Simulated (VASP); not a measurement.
Input of a VASP 6.6.1 run:

The input INCAR:

```
SYSTEM = Zn
PREC = Accurate
ENCUT = 520
EDIFF = 1E-6
ISMEAR = -1
SIGMA = 0.05
LREAL = .False.
LASPH = .True.
NELM = 100
ALGO = Normal
ISIF = 2
LWAVE = .False.
LCHARG = .False.
GGA = PE
NBANDS = 19
```

Contents of KPOINTS:

```
Automatic mesh
0
Gamma
  7 7 3
  0 0 0
```

POSCAR

```
Zn
1.0
    2.6700000000      0.0000000000      0.0000000000
   -1.3350000000      2.3122878281      0.0000000000
    0.0000000000      0.0000000000      4.9660000000
Zn
2
Direct
    0.6666666667      0.3333333333      0.7500000000
    0.3333333333      0.6666666667      0.2500000000
```

Potentials or basis: VASP PAW PBE potentials, release 64 (Zn).

The run is started by

```bash
$ cat potpaw_PBE.64/Zn/POTCAR > POTCAR
$ mpirun -np 1 vasp_std > vasp.out
```

Task: What does it give for the pressure?

Result: -0.6 GPa.

Task: What does it give for the band gap on the k mesh?

Result: Zero (bands 12 and 13 overlap by 4.48 eV).

Stress tensor (GPa, compression positive):
```
-1.22  0.00  0.00
 0.00 -1.22  0.00
 0.00  0.00  0.49
```

Caveat: the k points lie up to 0.42 Å⁻¹ apart, too coarse for converged energies and pressures of a metal.
